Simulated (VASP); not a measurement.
# Na16H (a cell with a defect): single point with PBE

Na16H (a cell with a defect):

```
Na H
1.0
     8.46000    0.00000    0.00000
     0.00000    8.46000    0.00000
     0.00000    0.00000    8.46000
Na H
16 1
Cartesian
  -0.0130 -0.0201 0.0179
  4.2316 -0.1028 -0.0650
  -0.0131 4.2434 0.0158
  -0.0089 0.0180 4.2624
  2.0942 2.1109 2.0731
  4.2317 4.3154 -0.0548
  4.2243 0.0069 4.1660
  6.3511 2.1110 2.0772
  -0.0089 4.2055 4.2646
  2.0996 6.3425 2.1769
  2.1259 2.1087 6.3322
  4.2242 4.2223 4.1721
  6.3553 6.3426 2.1869
  6.3191 2.1088 6.3281
  2.1660 6.3465 6.3863
  6.2621 6.3467 6.4018
  4.2460 6.3519 7.3740
```

```json
{
  "Program": "VASP 6.6.1",
  "Task": "single point",
  "Functional": "PBE",
  "Potentials or basis": "VASP PAW PBE potentials, release 64 (Na_pv, H)",
  "Cutoff": "520 eV",
  "k mesh": "2 × 2 × 2",
  "Occupations": "fermi-dirac, width 0.05 eV",
  "Spin": "no spin polarisation",
  "Dipole correction": "no",
  "Further INCAR settings": "LREAL = Auto; ALGO = Normal; EDIFF = 1e-06; NBANDS = 70"
}
```

* Pressure: -0.1 GPa
* Largest force: 0.065 eV/Å
* Band gap on the k mesh: zero (an odd number of electrons rules out a gap without spin polarisation)

Forces on the atoms (eV/Å):
```
Na   0.004 -0.011 -0.004
Na  -0.005  0.038  0.038
Na   0.003  0.011 -0.004
Na   0.000  0.005  0.004
Na  -0.002  0.000 -0.004
Na  -0.005 -0.006  0.017
Na  -0.001  0.004 -0.005
Na   0.003  0.000 -0.004
Na   0.000 -0.004  0.003
Na  -0.011  0.000  0.007
Na   0.011  0.002  0.005
Na  -0.001 -0.007 -0.006
Na   0.005  0.000  0.005
Na  -0.010  0.002  0.005
Na   0.013 -0.003 -0.008
Na   0.046 -0.003 -0.046
H   -0.052 -0.026 -0.002
```

Levels at points of the mesh, in eV from the Fermi level:
| k point | band 52 | band 53 | band 54 | band 55 | band 56 | band 57 | band 58 | band 59 | band 60 | band 61 |
| --- | --- | --- | --- | --- | --- | --- | --- | --- | --- | --- |
| (0.00, 0.00, 0.00) | -1.01 | -1.00 | -1.00 | -0.96 | -0.17 | 0.84 | 0.86 | 0.86 | 0.86 | 0.87 |
| (0.50, 0.00, 0.00) | -0.49 | -0.49 | -0.49 | -0.48 | -0.48 | -0.46 | -0.45 | 0.52 | 1.33 | 1.35 |
| (0.00, 0.50, 0.00) | -0.49 | -0.49 | -0.49 | -0.48 | -0.47 | -0.46 | -0.45 | 0.52 | 1.33 | 1.35 |
| (0.00, 0.00, 0.50) | -0.49 | -0.48 | -0.48 | -0.48 | -0.48 | -0.47 | -0.44 | 0.49 | 1.34 | 1.34 |
| (0.50, 0.50, 0.00) | -2.04 | -1.25 | 0.03 | 0.03 | 0.04 | 0.04 | 0.04 | 0.05 | 0.05 | 1.01 |
| (0.00, 0.50, 0.50) | -2.04 | -1.22 | 0.02 | 0.03 | 0.03 | 0.03 | 0.03 | 0.05 | 0.05 | 1.13 |
| (0.50, 0.00, 0.50) | -2.04 | -1.22 | 0.02 | 0.03 | 0.03 | 0.03 | 0.03 | 0.04 | 0.05 | 1.12 |
| (0.50, 0.50, 0.50) | -1.53 | -1.53 | -1.51 | -1.50 | -1.49 | 0.14 | 2.28 | 2.29 | 2.29 | 2.30 |

Wall time 4.8 min on 1 thread of Intel(R) Xeon(R) Platinum 8259CL CPU @ 2.50GHz (Skylake/Cascade Lake), with other jobs on the host, peak memory 0.64 GiB.

Caveat: the k points lie up to 0.37 Å⁻¹ apart, too coarse for converged energies and pressures of a metal.
